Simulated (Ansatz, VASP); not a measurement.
# Si in VASP and in Ansatz

```
Si
1.0
     0.00000    2.56376    2.56376
     2.56376    0.00000    2.56376
     2.56376    2.56376    0.00000
Si
2
Direct
  0.75000 0.75000 0.75000
  0.50000 0.50000 0.50000
```

Alike in both runs: task single point; functional PBEsol; k mesh 16 × 16 × 16; occupations gaussian, width 0.05 eV; no spin polarisation.

```csv
,VASP,Ansatz
version,VASP 6.6.1,Ansatz 0.2.0
potentials or method,"VASP PAW PBE potentials, release 64 (Si), cutoff 520 eV","scalar-relativistic, plane waves, PAW"
valence electrons in the cell,8,8
```

VASP gave:

```
gap on the k mesh at the Fermi level (eV) : 0.09
least direct gap on the mesh (eV)         : 2.57
pressure (GPa)                            : 23.6
```

Problem. Which values does Ansatz return?

Solution. gap on the k mesh at the Fermi level (eV): 0.10; least direct gap on the mesh (eV): 2.57; pressure (GPa): 23.4.

VASP's potentials were made for PBE, not for PBEsol.
